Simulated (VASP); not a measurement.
C:

```
CELL_PARAMETERS angstrom
-1.18262 1.18262 1.18262
1.18262 -1.18262 1.18262
1.18262 1.18262 -1.18262
ATOMIC_POSITIONS crystal
C 0.00000 0.00000 0.00000
```

| Property | Result |
| --- | --- |
| Program | VASP 6.6.1 |
| Task | relaxation of cell and atoms |
| Functional | r2SCAN |
| Potentials or basis | VASP PAW PBE potentials, release 64 (C) |
| Cutoff | 600 eV |
| k mesh | 18 × 18 × 18 |
| Occupations | fermi-dirac, width 0.1 eV |
| Spin | no spin polarisation |

At the start: pressure 5.5 GPa; volume 6.62 Å³/atom.

Q: How do energy, volume and symmetry change on relaxing?

A: Over 3 steps the energy falls by 3.2 meV/atom and the volume is 6.81 Å³/atom (+2.9 %); space group Im-3m (No. 229, to 0.05 Å).

Step by step:
| step | energy change (eV) | largest force (eV/Å) | pressure (GPa) | volume (Å³) |
| --- | --- | --- | --- | --- |
| 1 | 0.0000 | 0.0000 | 5.45 | 6.62 |
| 2 | -0.0031 | 0.0000 | -0.74 | 6.83 |
| 3 | -0.0032 | 0.0000 | 0.04 | 6.81 |

Final structure:
```
C
1.0
    -1.19384    1.19384    1.19384
     1.19384   -1.19384    1.19384
     1.19384    1.19384   -1.19384
C
1
Direct
  0.00000 0.00000 0.00000
```

Caveat: the PAW data sets were made with another functional, which shifts forces and pressure a little.
